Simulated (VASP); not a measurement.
A run of VASP 6.6.1 is set up as follows.

The input INCAR:

```
  PREC = Accurate
  ENCUT = 520
  EDIFF = 1E-6
  ISMEAR = 0
  SIGMA = 0.05
  LREAL = False
  LASPH = True
  NELM = 100
  ALGO = Normal
  ISIF = 2
  LWAVE = False
  LCHARG = True
  GGA = PE
  LELF = True
  LVHAR = True
  NBANDS = 11
```

KPOINTS

```
regular mesh
0
Gamma
  10 10 10
```

Contents of POSCAR:

```
BP
1.0
    0.0000000000      2.4051400000      2.2690000000
    2.2690000000      0.0000000000      2.2690000000
    2.2690000000      2.4051400000      0.0000000000
B P
1 1
Direct
    0.0000000000      0.0000000000      0.0000000000
    0.7500000000      0.7500000000      0.7500000000
```

Potentials or basis: VASP PAW PBE potentials, release 64 (B, P).

The run is started by

```console
$ cat potpaw_PBE.64/B/POTCAR potpaw_PBE.64/P/POTCAR > POTCAR
$ mpirun -np 1 vasp_std > vasp.out
```

(1) Estimate the band gap on the k mesh.

(2) What does it give for the pressure?

## Answers

(1) 0.89 eV, indirect (least direct gap 3.03 eV).

(2) -7.7 GPa.

Caveat: the cell differs from its parent crystal (strain +0.0600 x Voigt [0, 1, 0, 0, 0, 0]).
